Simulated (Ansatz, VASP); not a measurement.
**BaS in VASP and in Ansatz**

```
CELL_PARAMETERS angstrom
0.00000 3.21180 3.21180
3.21180 0.00000 3.21180
3.21180 3.21180 0.00000
ATOMIC_POSITIONS crystal
Ba 0.00000 0.00000 0.00000
S 0.50000 0.50000 0.50000
```

Alike in both runs: task single point; functional r2SCAN; k mesh 8 × 8 × 8; no spin polarisation.

|  | VASP | Ansatz |
| --- | --- | --- |
| version | VASP 6.6.1 | Ansatz 0.2.0 |
| potentials or method | VASP PAW PBE potentials, release 64 (Ba_sv, S) | plane waves, PAW |
| plane-wave cutoff (eV) | 520 | 500 |
| occupations | gaussian, width 0.01 eV | fixed |
| valence electrons in the cell | 16 | 16 |

Ansatz gave:

* gap on the k mesh at the Fermi level (eV): 2.58
* pressure (GPa): 0.0

Question: Estimate VASP's values.

Answer: gap on the k mesh at the Fermi level (eV): 2.49; pressure (GPa): 0.6.

VASP's potentials were made for PBE, not for r2SCAN.

Spin-orbit coupling is off throughout.
